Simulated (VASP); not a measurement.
Crystal: Rh.

```xyz
1
Lattice="0.0000 1.9591 1.9591 1.9591 0.0000 1.9591 1.9591 1.9591 0.0000" Properties=species:S:1:pos:R:3 pbc="T T T"
Rh    0.0000    0.0000    0.0000
```

```yaml
Program: VASP 6.6.1
Task: relaxation of cell and atoms
Functional: PBEsol
Potentials_or_basis: VASP PAW PBE potentials, release 64 (Rh_pv)
Cutoff: 640 eV
k_mesh: 16 × 16 × 16
Occupations: methfessel-paxton, width 0.05 eV
Spin: non-collinear spin, zero start, spin-orbit coupling
Starting_moments: "[[0.0, 0.0, 0.0]] μB"
```

At the start: pressure -23.9 GPa; volume 15.04 Å³/atom.

Problem. How do energy, volume and symmetry change on relaxing?

Solution. Over 9 steps the energy falls by 125.4 meV/atom and the volume is 13.51 Å³/atom (-10.1 %); space group Fm-3m (No. 225, to 0.1 Å) before and after; moment 0.00 μB per cell.

The path:
| step | energy change (eV) | largest force (eV/Å) | pressure (GPa) | volume (Å³) |
| --- | --- | --- | --- | --- |
| 1 | 0.0000 | 0.0000 | -23.86 | 15.04 |
| 2 | 0.7584 | 0.0000 | 125.96 | 10.67 |
| 3 | -0.1255 | 0.0000 | -2.47 | 13.63 |
| 4 | -0.1263 | 0.0000 | -0.82 | 13.56 |
| 5 | -0.1264 | 0.0000 | 0.00 | 13.52 |
| 6 | -0.1254 | 0.0000 | -0.11 | 13.52 |
| 7 | -0.1253 | 0.0000 | 0.30 | 13.50 |
| 8 | -0.1254 | 0.0000 | 0.01 | 13.51 |
| 9 | -0.1254 | 0.0000 | 0.00 | 13.51 |

Final structure:
```cif
data_structure
_symmetry_space_group_name_H-M 'P 1'
_symmetry_Int_Tables_number 1
_cell_length_a 2.6736
_cell_length_b 2.6736
_cell_length_c 2.6736
_cell_angle_alpha 60.000
_cell_angle_beta 60.000
_cell_angle_gamma 60.000
_cell_volume 13.51
loop_
_atom_site_label
_atom_site_type_symbol
_atom_site_fract_x
_atom_site_fract_y
_atom_site_fract_z
_atom_site_occupancy
Rh1 Rh 0.00000 0.00000 0.00000 1
```

Caveat: the PAW data sets were made with another functional, which shifts forces and pressure a little.
